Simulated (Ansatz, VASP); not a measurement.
## BaTe: VASP beside Ansatz

The input INCAR:

```
PREC = Accurate ; ENCUT = 520
EDIFF = 1E-6 ; ISMEAR = 0
SIGMA = 0.02 ; LREAL = False
LASPH = True ; NELM = 60
ALGO = Normal ; ISIF = 2
LWAVE = False ; LCHARG = False
GGA = PE ; NBANDS = 15
```

Contents of KPOINTS:

```
regular mesh
0
Gamma
  8 8 8
```

Contents of POSCAR:

```
BaTe
1.0
    0.0000000000      3.6026371195      3.6026371195
    3.6026371195      0.0000000000      3.6026371195
    3.6026371195      3.6026371195      0.0000000000
Ba Te
1 1
Direct
    0.5000000000      0.5000000000      0.5000000000
    0.0000000000      0.0000000000      0.0000000000
```

Input for Ansatz:

```yaml
crystal:
  lattice:
    - [0.0, 3.6026371195, 3.6026371195]
    - [3.6026371195, 0.0, 3.6026371195]
    - [3.6026371195, 3.6026371195, 0.0]
  atoms:
    - { symbol: Ba, position: [0.5, 0.5, 0.5] }
    - { symbol: Te, position: [0.0, 0.0, 0.0] }
basis:
  ecutwfc: 420
kpoints:
  mp_grid: { grid: [8, 8, 8] }
hamiltonian:
  xc: pbe
scf:
  occupations: { method: gaussian, width: 0.02 }
output:
  forces: true
  stress: true
  eigenvalues: true
```

Alike in both runs: task single point; functional PBE; k mesh 8 × 8 × 8; occupations gaussian, width 0.02 eV; no spin polarisation.

|  | VASP | Ansatz |
| --- | --- | --- |
| version | VASP 6.6.1 | Ansatz 0.2.0 |
| potentials or method | VASP PAW PBE potentials, release 64 (Ba_sv, Te), cutoff 520 eV | scalar-relativistic, plane waves, PAW |
| valence electrons in the cell | 16 | 26 |

Ansatz gave:

| Item | Value |
| --- | --- |
| gap on the k mesh at the Fermi level (eV) | 1.76 |
| least direct gap on the mesh (eV) | 2.11 |
| pressure (GPa) | -1.5 |

Question: Estimate VASP's values.

Answer: gap on the k mesh at the Fermi level (eV): 1.69; least direct gap on the mesh (eV): 2.07; pressure (GPa): -1.2.

VASP's potentials hold 16 valence electrons a cell and Ansatz's 26, so a difference there can come from the potentials and not from the codes.

Neither program's run includes spin-orbit coupling.
